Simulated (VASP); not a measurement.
# ZrS2 (P-3m1) in VASP: single point with PBE+D3(BJ)

Aim: the single point of ZrS2 with PBE+D3(BJ).

Everything below comes from runs of VASP 6.6.1. Logs are shortened: lines on timing, memory, paths and dates and some standing lists are left out, and cuts for length are marked.

## 1. The cell of the first run

It takes space group P-3m1 (No. 164, trigonal). Conventional cell: a = 3.635 Å, b = 3.635 Å, c = 5.721 Å, α = 90.00°, β = 90.00°, γ = 120.00°. Within 3.4 Å of Zr (site symmetry -3m) lie 6 S at 2.56 Å. S (site symmetry 3m) has 3 Zr at 2.56 Å and 12 S at 3.50 to 3.63 Å within 3.7 Å.

## 2. Single point, PBE+D3(BJ), non-collinear spin, zero start, spin-orbit coupling

INCAR

```
SYSTEM = ZrS2
  ALGO = Normal
  EDIFF = 1E-6
  ENCUT = 500
  GGA = PE
  GGA_COMPAT = .FALSE.
  ISIF = 2
  ISMEAR = 0
  IVDW = 12
  LASPH = .TRUE.
  LCHARG = .TRUE.
  LMAXMIX = 4
  LORBIT = 11
  LORBMOM = .TRUE.
  LREAL = .FALSE.
  LSORBIT = .TRUE.
  LVHAR = .TRUE.
  LWAVE = .FALSE.
  MAGMOM = 0 0 0 0 0 0 0 0 0
  NBANDS = 37
  NELM = 200
  PREC = Accurate
  SIGMA = 0.02
```

KPOINTS

```
k-points
0
G
  12 12 6
  0 0 0
```

POSCAR

```
ZrS2
1.0
    3.6346710619      0.0000000000      0.0000000000
   -1.8173355310      3.1477174740      0.0000000000
    0.0000000000      0.0000000000      5.7209341361
Zr S
1 2
Direct
    0.0000000000      0.0000000000      0.0000000000
    0.6666666667      0.3333333333      0.7446994438
    0.3333333333      0.6666666667      0.2553005562
```

Potentials or basis: VASP PAW PBE potentials, release 64 (Zr_sv, S).

The run is started by

```sh
cat potpaw_PBE.64/Zr_sv/POTCAR potpaw_PBE.64/S/POTCAR > POTCAR
mpirun -np 1 vasp_ncl > vasp.out
```

OUTCAR:

```text
SYSTEM = ZrS2
   EDIFF = 1E-6
   ENCUT = 500
   GGA = PE
   ISIF = 2
   ISMEAR = 0
   IVDW = 12
   LASPH = .TRUE.
   LORBIT = 11
   LREAL = .FALSE.
   LSORBIT = .TRUE.
   NELM = 200
   PREC = Accurate
 IVDW          = 12

 ion  position               nearest neighbor table
   1  0.000  0.000  0.000-   2 2.56   3 2.56   2 2.56   3 2.56   2 2.56   3 2.56
   2  0.667  0.333  0.745-   1 2.56   1 2.56   1 2.56
   3  0.333  0.667  0.255-   1 2.56   1 2.56   1 2.56

  LATTYP: Found a hexagonal cell.
 ALAT       =     3.6346710619
 C/A-ratio  =     1.5739895134

  Lattice vectors:

 A1 = (   3.6346710619,   0.0000000000,   0.0000000000)
 A2 = (  -1.8173355310,   3.1477174740,   0.0000000000)
 A3 = (   0.0000000000,   0.0000000000,   5.7209341361)

Analysis of symmetry for initial positions (statically):
=====================================================================
 Subroutine PRICEL returns:
 Original cell was already a primitive cell.

 Routine SETGRP: Setting up the symmetry group for a
 hexagonal supercell.

 Subroutine GETGRP returns: Found 12 space group operations
 (whereof 12 operations were pure point group operations)
 out of a pool of 24 trial point group operations.

The static configuration has the point symmetry D_3d.

Analysis of symmetry for dynamics (positions and initial velocities):
=====================================================================
 Subroutine PRICEL returns:
 Original cell was already a primitive cell.

 Routine SETGRP: Setting up the symmetry group for a
 hexagonal supercell.

 Subroutine GETGRP returns: Found 12 space group operations
 (whereof 12 operations were pure point group operations)
 out of a pool of 24 trial point group operations.

The dynamic configuration has the point symmetry D_3d.

Analysis of structural, dynamic, and magnetic symmetry:
=====================================================================
 Subroutine PRICEL returns:
 Original cell was already a primitive cell.

 Routine SETGRP: Setting up the symmetry group for a
 hexagonal supercell.

 Subroutine GETGRP returns: Found 12 space group operations
 (whereof 12 operations were pure point group operations)
 out of a pool of 24 trial point group operations.

The overall configuration has the point symmetry D_3d.

[... 1125 lines left out ...]
 -----------------------------------------------------------------------------------
      0.00000      0.00000      0.00000         0.000000      0.000000     -0.000000
      1.81734      1.04924      4.26038         0.000000      0.000000     -0.007666
     -0.00000      2.09848      1.46056        -0.000000     -0.000000      0.007666
 -----------------------------------------------------------------------------------
    total drift:                               -0.000000      0.000000      0.000000

  FREE ENERGIE OF THE ION-ELECTRON SYSTEM (eV)
  ---------------------------------------------------
  free  energy   TOTEN  =       -22.5283446911 eV

  energy  without entropy=      -22.5283446911  energy(sigma->0) =      -22.52834469

 orbital moment (x)

 # of ion     p       d       tot
 ----------------------------------------
  1        -0.000   0.000   0.000
  2        -0.000   0.000  -0.000
  3        -0.000   0.000  -0.000
 ----------------------------------------
           -0.000   0.000  -0.000

 orbital moment (y)

 # of ion     p       d       tot
 ----------------------------------------
  1         0.000   0.000   0.000
  2        -0.000   0.000  -0.000
  3        -0.000   0.000  -0.000
 ----------------------------------------
           -0.000   0.000   0.000

 orbital moment (z)

 # of ion     p       d       tot
 ----------------------------------------
  1         0.000   0.000   0.000
  2         0.000   0.000   0.000
  3         0.000   0.000   0.000
 ----------------------------------------
            0.000   0.000   0.000

 Spin-Orbit-Coupling matrix elements

 Ion:    1  E_soc:     -0.1377664
 l=   1
     0.0000000    -0.0223646    -0.0223970
    -0.0223646     0.0000000    -0.0223646
    -0.0223970    -0.0223646     0.0000000
 l=   2
     0.0000000    -0.0001343     0.0000000    -0.0001343    -0.0004255
    -0.0001343     0.0000000    -0.0003133    -0.0001677    -0.0001343
     0.0000000    -0.0003133     0.0000000    -0.0003133     0.0000000
    -0.0001343    -0.0001677    -0.0003133     0.0000000    -0.0001343
    -0.0004255    -0.0001343     0.0000000    -0.0001343     0.0000000
 l=   3
     0.0000000     0.0000000     0.0000000     0.0000000     0.0000000     0.0000000     0.0000000
     0.0000000     0.0000000     0.0000000     0.0000000     0.0000000     0.0000000     0.0000000
     0.0000000     0.0000000     0.0000000     0.0000000     0.0000000     0.0000000     0.0000000
     0.0000000     0.0000000     0.0000000     0.0000000     0.0000000     0.0000000     0.0000000
[... 29 lines left out ...]
 l=   2
     0.0000000     0.0000000     0.0000000     0.0000000     0.0000000
     0.0000000     0.0000000     0.0000000     0.0000000     0.0000000
     0.0000000     0.0000000     0.0000000     0.0000000     0.0000000
     0.0000000     0.0000000     0.0000000     0.0000000     0.0000000
     0.0000000     0.0000000     0.0000000     0.0000000     0.0000000
 l=   3
     0.0000000     0.0000000     0.0000000     0.0000000     0.0000000     0.0000000     0.0000000
     0.0000000     0.0000000     0.0000000     0.0000000     0.0000000     0.0000000     0.0000000
     0.0000000     0.0000000     0.0000000     0.0000000     0.0000000     0.0000000     0.0000000
     0.0000000     0.0000000     0.0000000     0.0000000     0.0000000     0.0000000     0.0000000
     0.0000000     0.0000000     0.0000000     0.0000000     0.0000000     0.0000000     0.0000000
     0.0000000     0.0000000     0.0000000     0.0000000     0.0000000     0.0000000     0.0000000
     0.0000000     0.0000000     0.0000000     0.0000000     0.0000000     0.0000000     0.0000000

 total charge

# of ion       s       p       d       tot
------------------------------------------
    1        2.174   6.026   1.459   9.659
    2        1.347   2.415   0.000   3.761
    3        1.347   2.415   0.000   3.761
--------------------------------------------------
tot          4.867  10.855   1.459  17.181

 magnetization (x)

# of ion       s       p       d       tot
------------------------------------------
    1        0.000  -0.000   0.000  -0.000
    2        0.000   0.000   0.000   0.000
    3        0.000  -0.000   0.000  -0.000
--------------------------------------------------
tot          0.000  -0.000   0.000  -0.000

 magnetization (y)

# of ion       s       p       d       tot
------------------------------------------
    1        0.000   0.000   0.000   0.000
    2        0.000   0.000   0.000   0.000
    3        0.000   0.000   0.000   0.000
--------------------------------------------------
tot          0.000   0.000   0.000   0.000

 magnetization (z)

# of ion       s       p       d       tot
------------------------------------------
    1       -0.000   0.000   0.000  -0.000
    2        0.000   0.000   0.000   0.000
    3        0.000   0.000   0.000   0.000
--------------------------------------------------
tot         -0.000   0.000   0.000  -0.000
```

stdout:

```text
POSCAR found type information on POSCAR ZrS
 POSCAR found :  2 types and       3 ions
 scaLAPACK will be used
 LDA part: xc-table for (Slater+PW92), standard interpolation
 POSCAR, INCAR and KPOINTS ok, starting setup
 FFT: planning ... GRIDC
 FFT: planning ... GRID_SOFT
 FFT: planning ... GRID
 WAVECAR not read
 entering main loop
```

Run time: 9.6 min. Hardware: 1 thread of Oxide Virtual Turin-like, shared host; peak memory 0.48 GiB.

What came out:

```
Free energy                                           : -22.5283 eV
Pressure                                              : 0.0 GPa
Largest force                                         : 0.008 eV/Å
Net moment                                            : 0.00 μB per cell
Valence electrons inside the program's atomic spheres : Zr 9.66; S 3.76
Dispersion energy per atom                            : -0.363 eV
```

Forces on the atoms (eV/Å):
```
Zr   0.000  0.000  0.000
S    0.000  0.000 -0.008
S    0.000  0.000  0.008
```

Moments on the atoms (μB; x, y, z):
```
Zr  0.00 0.00 0.00
S   0.00 0.00 0.00
S   0.00 0.00 0.00
```
